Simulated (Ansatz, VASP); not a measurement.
Sc3Cr: VASP beside Ansatz

```
CELL_PARAMETERS angstrom
0.00000 3.41221 3.41221
3.41221 0.00000 3.41221
3.41221 3.41221 0.00000
ATOMIC_POSITIONS crystal
Sc 0.25000 0.25000 0.25000
Sc 0.75000 0.75000 0.75000
Sc 0.50000 0.50000 0.50000
Cr 0.00000 0.00000 0.00000
```

Alike in both runs: functional PBE; k mesh 10 × 10 × 10; occupations gaussian, width 0.1 eV; no spin polarisation.

Ansatz relaxed the structure, and its values are those at the end. VASP's run is a single point on that final structure, the one shown.

|  | VASP | Ansatz |
| --- | --- | --- |
| version | VASP 6.6.1 | Ansatz 0.2.0 |
| potentials or method | VASP PAW PBE potentials, release 64 (Sc_sv, Cr_pv), cutoff 520 eV | scalar-relativistic, plane waves, PAW |
| valence electrons in the cell | 45 | 47 |

|  | VASP | Ansatz | Ansatz less VASP |
| --- | --- | --- | --- |
| gap on the k mesh at the Fermi level (eV) | none | none | - |
| pressure (GPa) | 0.0 | 0.0 | -0.04 |

A gap of «none» marks a metal or a gap that the smearing closes. VASP's potentials hold 45 valence electrons a cell and Ansatz's 47, so a difference there can come from the potentials and not from the codes.
